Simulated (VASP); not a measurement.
Ge5B2Ir6, 13 atoms in the cell. The cell holds a disordered packing, 13 atoms: a = 5.439 Å, b = 6.246 Å, c = 5.530 Å, α = 89.40°, β = 80.83°, γ = 100.22°. 

```yaml
Program: VASP 6.6.1
Task: single point
Functional: PBE
Potentials_or_basis: VASP PAW PBE potentials, release 64 (B, Ge_d, Ir)
Cutoff: 520 eV
k_mesh: 3 × 3 × 3
Occupations: gaussian, width 0.1 eV
Spin: no spin polarisation
Dipole_correction: no
Further_INCAR_settings: ALGO = Normal; EDIFF = 1e-06; NBANDS = 77
```

Potentials or basis: VASP PAW PBE potentials, release 64 (B, Ge_d, Ir).

Launch:

```bash
$ cat potpaw_PBE.64/B/POTCAR potpaw_PBE.64/Ge_d/POTCAR potpaw_PBE.64/Ir/POTCAR > POTCAR
$ mpirun -np 1 vasp_std > vasp.out
```

Hardware: 1 thread of Intel Xeon 8259CL (shared host).

Question: How long does it take, and how much memory?

Answer: Run time: 5.3 min on 1 thread of Intel Xeon 8259CL, on a shared host, peak memory 0.37 GiB. Counts: scf iterations 18, k points 14.
